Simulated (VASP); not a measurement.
The system is Si2W.

```
W Si
1.0
    -1.60690    1.60690    3.91495
     1.60690   -1.60690    3.91495
     1.60690    1.60690   -3.91495
W Si
1 2
Direct
  0.00000 0.00000 0.00000
  0.66530 0.66530 0.00000
  0.33470 0.33470 0.00000
```

Base run:

* Program: VASP 6.6.1
* Functional: PBE
* Potentials or basis: VASP PAW PBE potentials, release 64 (W_sv, Si)
* Cutoff: 520 eV
* k mesh: 12 × 12 × 12
* Occupations: fermi-dirac, width 0.05 eV
* Spin: no spin polarisation
* Hubbard terms: W d U = 5.0 eV

Its results: band gap on the k mesh zero (bands 11 and 12 overlap by 1.29 eV); pressure 8.2 GPa; largest force 0.012 eV/Å.

The run is repeated on the same cell with these changes: hubbard terms from W d U = 5.0 eV to W d U = 6.0 eV. What comes out?

Band gap on the k mesh zero (bands 11 and 12 overlap by 1.24 eV); pressure 9.3 GPa; largest force 0.015 eV/Å.

Caveats: the cell stands under pressure; spin-orbit coupling is left out, which moves the levels of the heavy elements; U without spin polarisation on a metal has little footing; the U is typed as a test and isn't derived for this compound.
